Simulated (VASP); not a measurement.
**V: single point with PBE**

V:

```
V
1.0
     2.99563    0.00000    0.00000
     0.00000    2.99563    0.00000
     0.00000    0.00000    2.99563
V
2
Direct
  0.00000 0.00000 0.00000
  0.50000 0.50000 0.50000
```

* Program: VASP 6.6.1
* Task: single point
* Functional: PBE
* Potentials or basis: VASP PAW PBE potentials, release 64 (V_sv)
* Cutoff: 520 eV
* k mesh: 8 × 8 × 8
* Occupations: gaussian, width 0.05 eV
* Spin: collinear spin, ferromagnetic start
* Starting moments: [1.5, 1.5] μB
* Dipole correction: no
* Further INCAR settings: ALGO = Normal; EDIFF = 1e-06; NBANDS = 24

- Pressure: 0.3 GPa
- Net moment: 0.17 μB per cell
- Site moments: V +0.08 μB
- Valence electrons inside the program's atomic spheres: V 11.66

Levels at points of the mesh, in eV from the Fermi level:
Spin up:
| k point | band 9 | band 10 | band 11 | band 12 | band 13 | band 14 | band 15 | band 16 | band 17 | band 18 |
| --- | --- | --- | --- | --- | --- | --- | --- | --- | --- | --- |
| (0.00, 0.00, 0.00) | -6.62 | -3.02 | -3.02 | 0.37 | 0.37 | 0.37 | 2.41 | 2.41 | 3.68 | 3.68 |
| (0.50, 0.00, 0.00) | -2.93 | -2.93 | -0.58 | -0.58 | 0.80 | 0.80 | 0.80 | 0.80 | 1.92 | 1.92 |
| (0.50, 0.50, 0.00) | -3.21 | -3.21 | -1.18 | -1.18 | 1.62 | 1.62 | 2.40 | 2.40 | 2.77 | 2.77 |
| (0.50, 0.50, 0.50) | -1.16 | -1.16 | -1.16 | -1.16 | -1.16 | -1.16 | 2.83 | 2.83 | 2.83 | 2.83 |
Spin down:
```
           k point  band 10  band 11  band 12  band 13  band 14  band 15
(0.00, 0.00, 0.00)    -2.99    -2.99     0.46     0.46     0.46     2.44
(0.50, 0.00, 0.00)    -2.89    -0.55    -0.55     0.89     0.89     0.89
(0.50, 0.50, 0.00)    -3.15    -1.09    -1.09     1.66     1.66     2.45
(0.50, 0.50, 0.50)    -1.08    -1.08    -1.08    -1.08    -1.08     2.87
```

Wall time 25 s on 1 thread of AMD EPYC 9R45 96-Core Processor (Zen 5), on a shared host, peak memory 0.13 GiB.
